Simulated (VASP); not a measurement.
Set up this calculation in VASP 6.6.1, as the native input.

* Task: relaxation of cell and atoms
* Functional: PBE
* Potentials or basis: VASP PAW PBE potentials, release 64 (Ba_sv, Zr_sv, O)
* Cutoff: 600 eV
* k mesh: 6 × 6 × 6
* Occupations: fermi-dirac, width 0.05 eV
* Spin: no spin polarisation
* Target pressure: 10 GPa
* Dipole correction: no
* Further INCAR settings: ALGO = Normal; EDIFF = 1e-07; IBRION = 2; EDIFFG = -0.01; NSW = 60; ISIF = 3

The structure of BaZrO3 lies in POSCAR:

```
BaZrO3
1.0
    4.1913400000      0.0000000000      0.0000000000
    0.0000000000      4.1913400000      0.0000000000
    0.0000000000      0.0000000000      4.1913400000
Ba Zr O
1 1 3
Direct
    0.0000000000      0.0000000000      0.0000000000
    0.5000000000      0.5000000000      0.5000000000
    0.5000000000      0.5000000000      0.0000000000
    0.5000000000      0.0000000000      0.5000000000
    0.0000000000      0.5000000000      0.5000000000
```

These files were run (other wordings do the same):

INCAR

```
  PREC = Accurate
  ENCUT = 600
  EDIFF = 1E-7
  ISMEAR = -1
  SIGMA = 0.05
  LREAL = F
  LASPH = T
  NELM = 60
  ALGO = Normal
  ISIF = 3
  LWAVE = F
  LCHARG = F
  GGA = PE
  IBRION = 2
  NSW = 60
  EDIFFG = -0.01
  PSTRESS = 100.0
```

KPOINTS

```
Automatic mesh
0
Gamma
  6 6 6
```

Potentials or basis: VASP PAW PBE potentials, release 64 (Ba_sv, Zr_sv, O).

Command:

```console
$ cat potpaw_PBE.64/Ba_sv/POTCAR potpaw_PBE.64/Zr_sv/POTCAR potpaw_PBE.64/O/POTCAR > POTCAR
$ mpirun -np 1 vasp_std > vasp.out
```

It gave:

```
Relaxed volume                                             : 14.32 Å³/atom
Relaxed cell                                               : a = 4.153 Å, b = 4.153 Å, c = 4.153 Å, α = 90.00°, β = 90.00°, γ = 90.00°
Space group after relaxing (to 0.1 Å)                      : Pm-3m (No. 221)
Energy change on relaxing (the run minimises the enthalpy) : +18.5 meV/atom
Ionic steps                                                : 3
Pressure after relaxing                                    : 9.9 GPa
Band gap on the k mesh                                     : 3.25 eV (least direct gap 3.44 eV)
```

Caveat: the cell is relaxed towards a set pressure, so the run minimises the enthalpy, not the energy; spin-orbit coupling is left out, which moves the levels of the heavy elements.

Run time: 2.8 min on 1 thread of Intel Xeon 8259CL, with other jobs on the host, peak memory 0.24 GiB.
